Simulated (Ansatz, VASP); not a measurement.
**One calculation of TaN, two programs**

```
Ta N
1.0
     2.88627    0.00000    0.00000
    -1.44313    2.49958    0.00000
     0.00000    0.00000    2.84577
Ta N
1 1
Direct
  0.00000 0.00000 0.00000
  0.33333 0.66667 0.50000
```

Change from the starting cell: volume scaled by 0.94, PAW files.

Alike in both runs: task single point; functional PBE; k mesh 15 × 15 × 13; occupations fermi-dirac, width 0.05 eV; no spin polarisation.

```csv
,VASP,Ansatz
version,VASP 6.6.1,Ansatz 0.2.0
potentials or method,"VASP PAW PBE potentials, release 64 (Ta_pv, N)","PAW with Ansatz's default frozen-core files, scalar-relativistic"
plane-wave cutoff (eV),520,420
valence electrons in the cell,16,18
```

|  | VASP | Ansatz | Ansatz less VASP |
| --- | --- | --- | --- |
| pressure (GPa) | 24.8 | 23.8 | -0.93 |
| traceless stress, the component that is largest in VASP (GPa) | 0.15 | 0.00 | -0.141 |

VASP's potentials hold 16 valence electrons a cell and Ansatz's 18, so a difference there can come from the potentials and not from the codes.

Spin-orbit coupling is off throughout.
